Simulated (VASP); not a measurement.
# PtSe2 (P-3m1) in VASP: a series of runs

Runs on PtSe2. Level: PBEsol+D3(BJ). Tasks: single point.

Everything below comes from runs of VASP 6.6.1. Logs are shortened: lines on timing, memory, paths and dates and some standing lists are left out, and cuts for length are marked.

### Step 1. The cell of the first run

The structure is trigonal, space group P-3m1 (No. 164). The conventional cell has a = 3.657 Å, b = 3.657 Å, c = 4.265 Å, α = 90.00°, β = 90.00°, γ = 120.00°. Within 3.2 Å of Pt (site symmetry -3m) lie 6 Se at 2.45 Å. Within 3.3 Å of Se (site symmetry 3m) lie 3 Pt at 2.45 Å and 6 Se at 2.77 to 3.25 Å.

### Step 2. Single point, PBEsol+D3(BJ) (16.46 Å³/atom)

INCAR

```
SYSTEM = PtSe2
PREC = Accurate
ENCUT = 520
EDIFF = 1E-7
ISMEAR = 0
SIGMA = 0.1
LREAL = .FALSE.
LASPH = .TRUE.
NELM = 100
ALGO = Normal
ISIF = 2
LWAVE = .FALSE.
LCHARG = .FALSE.
GGA = PS
IVDW = 12
NBANDS = 18
```

KPOINTS

```
Automatic mesh
0
G
  12 12 8
  0 0 0
```

POSCAR

```
PtSe2
1.0
    3.6568438239      0.0000000000      0.0000000000
   -1.8284219119      3.1669196492      0.0000000000
    0.0000000000      0.0000000000      4.2651069885
Pt Se
1 2
Direct
    0.0000000000      0.0000000000      0.0000000000
    0.3333333333      0.6666666667      0.2895150183
    0.6666666667      0.3333333333      0.7104849817
```

Potentials or basis: VASP PAW PBE potentials, release 64 (Pt, Se).

On the command line:

```
$ cat potpaw_PBE.64/Pt/POTCAR potpaw_PBE.64/Se/POTCAR > POTCAR
$ mpirun -np 1 vasp_std > vasp.out
```

OUTCAR:

```text
SYSTEM = PtSe2
   PREC = Accurate
   ENCUT = 520
   EDIFF = 1E-7
   ISMEAR = 0
   LREAL = .FALSE.
   LASPH = .TRUE.
   NELM = 100
   ISIF = 2
   GGA = PS
   IVDW = 12
 IVDW          = 12

 ion  position               nearest neighbor table
   1  0.000  0.000  0.000-   2 2.45   3 2.45   3 2.45   2 2.45   3 2.45   2 2.45
   2  0.333  0.667  0.290-   1 2.45   1 2.45   1 2.45   3 2.77   3 2.77   3 2.77
   3  0.667  0.333  0.710-   1 2.45   1 2.45   1 2.45   2 2.77   2 2.77   2 2.77

  LATTYP: Found a hexagonal cell.
 ALAT       =     3.6568438239
 C/A-ratio  =     1.1663355598

  Lattice vectors:

 A1 = (   3.6568438239,   0.0000000000,   0.0000000000)
 A2 = (  -1.8284219119,   3.1669196492,   0.0000000000)
 A3 = (   0.0000000000,   0.0000000000,   4.2651069885)

Analysis of symmetry for initial positions (statically):
=====================================================================
 Subroutine PRICEL returns:
 Original cell was already a primitive cell.

 Routine SETGRP: Setting up the symmetry group for a
 hexagonal supercell.

 Subroutine GETGRP returns: Found 12 space group operations
 (whereof 12 operations were pure point group operations)
 out of a pool of 24 trial point group operations.

The static configuration has the point symmetry D_3d.

Analysis of symmetry for dynamics (positions and initial velocities):
=====================================================================
 Subroutine PRICEL returns:
 Original cell was already a primitive cell.

 Routine SETGRP: Setting up the symmetry group for a
 hexagonal supercell.

 Subroutine GETGRP returns: Found 12 space group operations
 (whereof 12 operations were pure point group operations)
 out of a pool of 24 trial point group operations.

The dynamic configuration has the point symmetry D_3d.

 Subroutine INISYM returns: Found 12 space group operations
 (whereof 12 operations are pure point group operations),
 and found     1 'primitive' translations

----------------------------------------------------------------------------------------

                                     Primitive cell

  volume of cell :      49.3939

  direct lattice vectors                    reciprocal lattice vectors
     3.656843824  0.000000000  0.000000000     0.273459860  0.157882124  0.000000000
    -1.828421912  3.166919649  0.000000000     0.000000000  0.315764248  0.000000000
     0.000000000  0.000000000  4.265106989     0.000000000  0.000000000  0.234460707

  length of vectors
     3.656843824  3.656843824  4.265106989     0.315764248  0.315764248  0.234460707

  position of ions in fractional coordinates (direct lattice)
     0.000000000  0.000000000  0.000000000
     0.333333333  0.666666667  0.289515018
     0.666666667  0.333333333  0.710484982

  ion indices of the primitive-cell ions
   primitive index   ion index
                 1           1
                 2           2
                 3           3

----------------------------------------------------------------------------------------

 KPOINTS: Automatic mesh

Automatic generation of k-mesh.
 Grid dimensions read from file:
 generate k-points for:   12   12    8

 Generating k-lattice:

  Cartesian coordinates                     Fractional coordinates (reciprocal lattice)
     0.022788322  0.013156844  0.000000000     0.083333333 -0.000000000  0.000000000
     0.000000000  0.026313687  0.000000000     0.000000000  0.083333333  0.000000000
     0.000000000  0.000000000  0.029307588     0.000000000  0.000000000  0.125000000

  Length of vectors
     0.026313687  0.026313687  0.029307588

  Shift w.r.t. Gamma in fractional coordinates (k-lattice)
     0.000000000  0.000000000  0.000000000

 Subroutine IBZKPT returns following result:
 ===========================================

 Found    131 irreducible k-points:

 Following reciprocal coordinates:
            Coordinates               Weight
  0.000000  0.000000  0.000000      1.000000
  0.083333 -0.000000  0.000000      6.000000
  0.166667 -0.000000  0.000000      6.000000
  0.250000 -0.000000  0.000000      6.000000
  0.333333 -0.000000  0.000000      6.000000
  0.416667 -0.000000  0.000000      6.000000
[... 16 lines left out ...]
  0.166667 -0.000000  0.125000      6.000000
  0.000000  0.166667  0.125000      6.000000
 [... further k-points ...]
   k-points           NKPTS =    131   k-points in BZ     NKDIM =    131   number of bands    NBANDS=     18
   number of dos      NEDOS =    301   number of ions     NIONS =      3
   total plane-waves  NPLWV =  25088
   dimension x,y,z NGX =    28 NGY =   28 NGZ =   32
   dimension x,y,z NGXF=    56 NGYF=   56 NGZF=   64
   ions per type =               1   2
   NGX,Y,Z   is equivalent  to a cutoff of  12.73, 12.73, 12.47 a.u.
   NGXF,Y,Z  is equivalent  to a cutoff of  25.46, 25.46, 24.95 a.u.
 SYSTEM =  PtSe2
   PREC   = accura    normal or accurate (medium, high low for compatibility)
   ISTART =      0    job   : 0-new  1-cont  2-samecut
   ICHARG =      2    charge: 1-file 2-atom 10-const
   ISPIN  =      1    spin polarized calculation?
   LNONCOLLINEAR =      F non collinear calculations
   LSORBIT =      F    spin-orbit coupling
   LASPH  =      T    aspherical Exc in radial PAW
   ENCUT  =  520.0 eV  38.22 Ry    6.18 a.u.   6.80  6.80  7.93*2*pi/ulx,y,z
   NELM   =    100;   NELMIN=  2; NELMDL= -5     # of ELM steps
   EDIFF  = 0.1E-06   stopping-criterion for ELM
   LREAL  =      F    real-space projection
   EDIFFG = 0.1E-05   stopping-criterion for IOM
   NSW    =      0    number of steps for IOM
   IBRION =     -1    ionic relax: 0-MD 1-quasi-New 2-CG
   NFREE  =      0    steps in history (QN), initial steepest desc. (CG)
   ISIF   =      2    stress and relaxation
   ISYM   =      2    0-nonsym 1-usesym 2-fastsym
   POTIM  = 0.5000    time-step for ionic-motion
   TEBEG  =    0.0;   TEEND  =   0.0 temperature during run
   PSTRESS=    0.0 pullay stress
   NELECT =      22.0000    total number of electrons
   NUPDOWN=      -1.0000    fix difference up-down
   EMIN   =  10.00;   EMAX   =-10.00  energy-range for DOS
   EFERMI =   0.00;   METHOD = LEGACY
   ISMEAR =     0;   SIGMA  =   0.10  broadening in eV -4-tet -1-fermi 0-gaus
   EFERMI_NEDOS =   21; number of points for ismear=-14 and -15
   IALGO  =     38    algorithm
   IMIX   =      4    mixing-type and parameters
     AMIX     =   0.40;   BMIX     =  1.00
     AMIX_MAG =   1.60;   BMIX_MAG =  1.00
  volume/ion in A,a.u.               =      16.46       111.11
  Fermi-wavevector in a.u.,A,eV,Ry     =   1.250234  2.362599 21.267059  1.563085
  Thomas-Fermi vector in A             =   2.384238
   LORBIT       =      0    0 simple, 1 ext, 2 COOP (PROOUT), +10 PAW based schemes
   GGA     = PS    functional components
   LHFCALC =     F    Hartree Fock is set to
   AEXX    =    0.0000 exact exchange contribution
   IVDW    =    12    specifies the selected vdW correction
   LEPSILON=     F    determine dielectric tensor
   LRPA    =     F    only Hartree local field effects (RPA)
 non-spin polarized calculation
 Gauss-broadening in eV      SIGMA  =   0.10
  energy-cutoff  :      520.00
  volume of cell :       49.39
 maximum number of plane-waves:      1350
   NGX = 13   NGY = 13   NGZ = 15

 number of electron      22.0000004 magnetization

 Free energy of the ion-electron system (eV)
  ---------------------------------------------------
  ext. energy  EPLUGINS =         0.00000000
  ---------------------------------------------------
  free energy    TOTEN  =       -15.37093738 eV

  energy without entropy =      -15.36817100  energy(sigma->0) =      -15.36955419

 E-fermi :   9.1506     XC(G=0): -11.9817

 val. band max:        9.1341454968   @ k =   0.5000  -0.0000   0.5000
 cond. band min:       9.1586490149   @ k =   0.4167  -0.0000   0.5000
 fundamental gap:      0.0245035181
 Fermi energy:         9.1505649422

 k-point     1 :       0.0000    0.0000    0.0000
  band No.  band energies     occupation
      1      -8.1673      2.00000
      2      -3.1354      2.00000
      3       0.8863      2.00000
      4       1.9342      2.00000
      5       1.9342      2.00000
      6       4.8510      2.00000
[... 10 lines left out ...]
     17      16.2390      0.00000
     18      20.7316      0.00000

 k-point     2 :       0.0833   -0.0000    0.0000
  band No.  band energies     occupation
      1      -8.0771      2.00000
      2      -3.2490      2.00000
      3       0.9938      2.00000
      4       1.9922      2.00000
      5       2.0839      2.00000
      6       4.7352      2.00000
[... 10 lines left out ...]
     17      16.4583      0.00000
     18      20.1870      0.00000

 k-point     3 :       0.1667   -0.0000    0.0000
  band No.  band energies     occupation
      1      -7.8123      2.00000
      2      -3.5458      2.00000
      3       1.3044      2.00000
      4       2.1591      2.00000
      5       2.4528      2.00000
      6       4.2878      2.00000
[... 10 lines left out ...]
     17      17.0490      0.00000
     18      18.8753      0.00000

 k-point     4 :       0.2500   -0.0000    0.0000
  band No.  band energies     occupation
      1      -7.3915      2.00000
      2      -3.9456      2.00000
      3       1.7895      2.00000
      4       2.4121      2.00000
      5       2.6028      2.00000
      6       3.7152      2.00000
[... 375 lines left out ...]
      4       1.9731      2.00000
      5       2.3053      2.00000
      6       4.5879      2.00000
[... 10 lines left out ...]
     17      16.8771      0.00000
     18      19.1277      0.00000

 k-point    23 :       0.1667   -0.0000    0.1250
  band No.  band energies     occupation
      1      -7.7003      2.00000
      2      -3.8564      2.00000
      3       1.3703      2.00000
      4       2.3051      2.00000
      5       2.6727      2.00000
      6       4.3992      2.00000
[... 10 lines left out ...]
     17      16.4045      0.00000
     18      17.8850      0.00000

 k-point    24 :       0.0000    0.1667    0.1250
  band No.  band energies     occupation
      1      -7.7114      2.00000
      2      -3.7817      2.00000
      3       1.2129      2.00000
      4       2.0742      2.00000
      5       2.9044      2.00000
      6       3.8339      2.00000
[... 10 lines left out ...]
     17      17.7865      0.00000
     18      18.4207      0.00000

 [... further k-points ...]

------------------------ aborting loop because EDIFF is reached ----------------------------------------

 Edisp (eV)   -1.58702

 E8    (eV) :    -1.0335

  FORCE on cell =-STRESS in cart. coord.  units (eV):
  Direction    XX          YY          ZZ          XY          YZ          ZX
  --------------------------------------------------------------------------------------
  -------------------------------------------------------------------------------------
  Total       5.13264     5.13264     5.12048     0.00000     0.00000     0.00000
  in kB     166.48596   166.48596   166.09159     0.00000     0.00000     0.00000
  external pressure =      166.35 kB  Pullay stress =        0.00 kB

 VOLUME and BASIS-vectors are now :
 -----------------------------------------------------------------------------
  energy-cutoff  :      520.00
  volume of cell :       49.39
      direct lattice vectors                 reciprocal lattice vectors
     3.656843824  0.000000000  0.000000000     0.273459860  0.157882124  0.000000000
    -1.828421912  3.166919649  0.000000000     0.000000000  0.315764248  0.000000000
     0.000000000  0.000000000  4.265106989     0.000000000  0.000000000  0.234460707

 POSITION                                       TOTAL-FORCE (eV/Angst)
 -----------------------------------------------------------------------------------
      0.00000      0.00000      0.00000         0.000000      0.000000      0.000000
     -0.00000      2.11128      1.23481        -0.000000      0.000000      0.022143
      1.82842      1.05564      3.03029         0.000000     -0.000000     -0.022143
 -----------------------------------------------------------------------------------
    total drift:                                0.000000     -0.000000      0.000000

  FREE ENERGIE OF THE ION-ELECTRON SYSTEM (eV)
  ---------------------------------------------------
  free  energy   TOTEN  =       -16.9579595562 eV

  energy  without entropy=      -16.9551931689  energy(sigma->0) =      -16.95657636
```

Wall time 1.9 min (1 thread of Intel Xeon Platinum 8259CL at 2.50GHz (Skylake/Cascade Lake), shared host); peak memory 0.26 GiB.

Results:

```
Free energy                : -16.9580 eV
Pressure                   : 16.6 GPa
Largest force              : 0.022 eV/Å
Band gap on the k mesh     : zero (bands 11 and 12 overlap by 0.70 eV)
Dispersion energy per atom : -0.529 eV
```

Forces on the atoms (eV/Å):
```
Pt   0.000  0.000  0.000
Se   0.000  0.000  0.022
Se   0.000  0.000 -0.022
```

Caveat: the cell stands under pressure; the PAW data sets were made with another functional, which shifts forces and pressure a little; spin-orbit coupling is left out, which moves the levels of the heavy elements.

### Step 3. Single point, PBEsol+D3(BJ) (17.03 Å³/atom)

This run uses another cell than the first one, of 17.03 Å³/atom.

INCAR

```
SYSTEM = PtSe2
PREC = Accurate ; ENCUT = 520
EDIFF = 1E-6 ; ISMEAR = 0
SIGMA = 0.1 ; LREAL = .False.
LASPH = .True. ; NELM = 80
ALGO = Normal ; ISIF = 2
LWAVE = .False. ; LCHARG = .False.
GGA = PS ; IVDW = 12
NBANDS = 18
```

KPOINTS

```
regular mesh
0
Gamma
  12 12 8
  0 0 0
```

POSCAR

```
PtSe2
1.0
    3.6811953480      0.0000000000      0.0000000000
   -1.8405976740      3.1880086877      0.0000000000
    0.0000000000      0.0000000000      4.3523493413
Pt Se
1 2
Direct
    0.0000000000      0.0000000000      0.0000000000
    0.3333333333      0.6666666667      0.2854547073
    0.6666666667      0.3333333333      0.7145452927
```

Potentials or basis: VASP PAW PBE potentials, release 64 (Pt, Se).

On the command line:

```
$ cat potpaw_PBE.64/Pt/POTCAR potpaw_PBE.64/Se/POTCAR > POTCAR
$ mpirun -np 1 vasp_std > vasp.out
```

OUTCAR:

```text
SYSTEM = PtSe2
   PREC = Accurate
   ENCUT = 520
   EDIFF = 1E-6
   ISMEAR = 0
   LREAL = .False.
   LASPH = .True.
   NELM = 80
   ISIF = 2
   GGA = PS
   IVDW = 12
 IVDW          = 12

 ion  position               nearest neighbor table
   1  0.000  0.000  0.000-   2 2.46   3 2.46   3 2.46   2 2.46   3 2.46   2 2.46
   2  0.333  0.667  0.285-   1 2.46   1 2.46   1 2.46
   3  0.667  0.333  0.715-   1 2.46   1 2.46   1 2.46

  LATTYP: Found a hexagonal cell.
 ALAT       =     3.6811953480
 C/A-ratio  =     1.1823195810

  Lattice vectors:

[... 695 lines left out ...]
 Edisp (eV)   -1.53319

 E8    (eV) :    -0.9983

  FORCE on cell =-STRESS in cart. coord.  units (eV):
  Direction    XX          YY          ZZ          XY          YZ          ZX
  --------------------------------------------------------------------------------------
  -------------------------------------------------------------------------------------
  Total       3.54051     3.54051     3.53293     0.00000     0.00000     0.00000
  in kB     111.05673   111.05673   110.81893     0.00000     0.00000     0.00000
  external pressure =      110.98 kB  Pullay stress =        0.00 kB

 VOLUME and BASIS-vectors are now :
 -----------------------------------------------------------------------------
  energy-cutoff  :      520.00
  volume of cell :       51.08
      direct lattice vectors                 reciprocal lattice vectors
     3.681195348  0.000000000  0.000000000     0.271650892  0.156837716  0.000000000
    -1.840597674  3.188008688  0.000000000     0.000000000  0.313675431  0.000000000
     0.000000000  0.000000000  4.352349341     0.000000000  0.000000000  0.229760969

 POSITION                                       TOTAL-FORCE (eV/Angst)
 -----------------------------------------------------------------------------------
      0.00000      0.00000      0.00000        -0.000000      0.000000      0.000000
     -0.00000      2.12534      1.24240        -0.000000     -0.000000      0.019486
      1.84060      1.06267      3.10995         0.000000      0.000000     -0.019486
 -----------------------------------------------------------------------------------
    total drift:                                0.000000     -0.000000      0.000000

  FREE ENERGIE OF THE ION-ELECTRON SYSTEM (eV)
  ---------------------------------------------------
  free  energy   TOTEN  =       -17.1020709650 eV

  energy  without entropy=      -17.0978559610  energy(sigma->0) =      -17.09996346
```

stdout:

```text
POSCAR found type information on POSCAR PtSe
 POSCAR found :  2 types and       3 ions
 scaLAPACK will be used
 -----------------------------------------------------------------------------
|                                                                             |
|                                                                             |
|     You enforced a specific xc type in the INCAR file but a different       |
|     I HOPE YOU KNOW WHAT YOU ARE DOING!                                     |
|                                                                             |
 -----------------------------------------------------------------------------

 LDA part: xc-table for (Slater+PW92), standard interpolation
 POSCAR, INCAR and KPOINTS ok, starting setup
 FFT: planning ... GRIDC
 FFT: planning ... GRID_SOFT
 FFT: planning ... GRID
 WAVECAR not read
 entering main loop
```

Run time: 2 min. Hardware: 1 thread of Intel Xeon Platinum 8259CL at 2.50GHz (Skylake/Cascade Lake), shared host; peak memory 0.26 GiB.

Results:

```yaml
Free_energy: -17.1021 eV
Pressure: 11.1 GPa
Largest_force: 0.019 eV/Å
Band_gap_on_the_k_mesh: zero (bands 11 and 12 overlap by 0.60 eV)
Dispersion_energy_per_atom: -0.511 eV
```

Forces on the atoms (eV/Å):
```
Pt   0.000  0.000  0.000
Se   0.000  0.000  0.019
Se   0.000  0.000 -0.019
```

Levels at points of the mesh, in eV from the Fermi level:
```csv
k point,band 9,band 10,band 11,band 12,band 13,band 14
"(0.00, 0.00, 0.00)",-1.12,-1.12,0.51,0.51,0.96,2.85
"(0.50, 0.00, 0.00)",-3.59,-3.45,-3.27,0.46,3.32,5.63
"(0.00, 0.00, 0.50)",-2.47,-2.47,-1.80,2.86,2.86,5.21
"(0.50, 0.00, 0.50)",-3.34,-2.63,-1.12,0.08,1.85,5.06
```

Caveat: the cell stands under pressure; the PAW data sets were made with another functional, which shifts forces and pressure a little; spin-orbit coupling is left out, which moves the levels of the heavy elements.

The gap in the log of VASP goes by the Fermi energy; the results here count the filled bands.